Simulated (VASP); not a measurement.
Runs of VASP 6.6.1 on Cu. The structure is that of space group Fm-3m (No. 225), or close to it. The cells are those of the table. 

```tsv
task	potentials or basis	cell	k mesh	cutoff (eV)	smearing	second run	gap on the mesh (eV)	pressure (GPa)	relaxed volume (Å³/atom)
relaxation of cell and atoms	VASP PAW LDA potentials, release 64 (Cu)	relaxed from a = 2.489 Å, angles 60.0°, 1 atom	28 × 28 × 28	600	gaussian 0.1 eV	-	none	0.0	10.94
relaxation of cell and atoms	VASP PAW LDA potentials, release 64 (Cu_sv_GW)	relaxed from a = 2.581 Å, angles 60.0°, 1 atom	10 × 10 × 10	700	gaussian 0.1 eV	valence_matched	none	-0.4	10.75
single point	VASP PAW LDA potentials, release 64 (Cu)	a = 2.488 Å, angles 60.0°, 1 atom	28 × 28 × 28	520	fermi-dirac 0.15 eV	-	none	1.2	-
relaxation of cell and atoms	VASP PAW LDA potentials, release 64 (Cu)	relaxed from a = 2.487 Å, angles 60.0°, 1 atom	28 × 28 × 28	600	fermi-dirac 0.15 eV	-	none	0.0	10.94
single point	VASP PAW LDA potentials, release 64 (Cu)	a = 2.487 Å, angles 60.0°, 1 atom	28 × 28 × 28	520	gaussian 0.1 eV	-	none	(a)	-
```

Alike in all rows: level LDA; no spin polarisation.

Task: Fill in the values left out.

Result: (a) 0.9.

Caveats: the volume moved by -12 % from the deposited cell, more than functionals usually miss (some runs).

A gap of «none» marks levels without a gap at the run's occupations.

The runs don't all hold the same shells in valence.
